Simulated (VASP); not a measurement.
Input of a VASP 6.6.1 run:

Contents of POSCAR:

```
FeS2
1.0
    5.5089800504      0.0000000000      0.0000000000
    0.0000000000      5.5089800504      0.0000000000
    0.0000000000      0.0000000000      5.5089800504
Fe S
4 8
Direct
    0.0000000000      0.5000000000      0.5000000000
    0.5000000000      0.5000000000      0.0000000000
    0.5000000000      0.0000000000      0.5000000000
    0.0000000000      0.0000000000      0.0000000000
    0.3849931412      0.1150068588      0.8849931412
    0.1150068588      0.8849931412      0.3849931412
    0.8849931412      0.3849931412      0.1150068588
    0.6150068588      0.6150068588      0.6150068588
    0.3849931412      0.3849931412      0.3849931412
    0.1150068588      0.6150068588      0.8849931412
    0.8849931412      0.1150068588      0.6150068588
    0.6150068588      0.8849931412      0.1150068588
```

The input INCAR.step1:

```
  ALGO = Normal
  EDIFF = 1E-5
  ENCUT = 660
  GGA = PE
  GGA_COMPAT = F
  ISMEAR = 0
  LASPH = T
  LCHARG = F
  LREAL = F
  LWAVE = T
  NBANDS = 52
  NELM = 120
  PREC = Accurate
  SIGMA = 0.01
```

INCAR.step2

```
  ALGO = Normal
  EDIFF = 1E-6
  ENCUT = 660
  GGA_COMPAT = F
  ISIF = 2
  ISMEAR = 0
  ISTART = 1
  LASPH = T
  LCHARG = F
  LMIXTAU = T
  LREAL = F
  LWAVE = F
  METAGGA = R2SCAN
  NBANDS = 52
  NELM = 120
  PREC = Accurate
  SIGMA = 0.01
```

File KPOINTS:

```
k-points
0
Gamma
  4 4 4
```

Potentials or basis: VASP PAW PBE potentials, release 64 (Fe, S).

Run with:

```bash
$ cat potpaw_PBE.64/Fe/POTCAR potpaw_PBE.64/S/POTCAR > POTCAR
$ cp INCAR.step1 INCAR
$ mpirun -np 1 vasp_std > vasp.out
$ cp INCAR.step2 INCAR
$ mpirun -np 1 vasp_std > vasp.out
```

(1) Estimate the largest force.

(2) Estimate the band gap on the k mesh.

## Answers

(1) 0.237 eV/Å.

(2) 0.96 eV (least direct gap 1.02 eV).

Caveat: the cell stands under tension; the PAW data sets were made with another functional, which shifts forces and pressure a little.
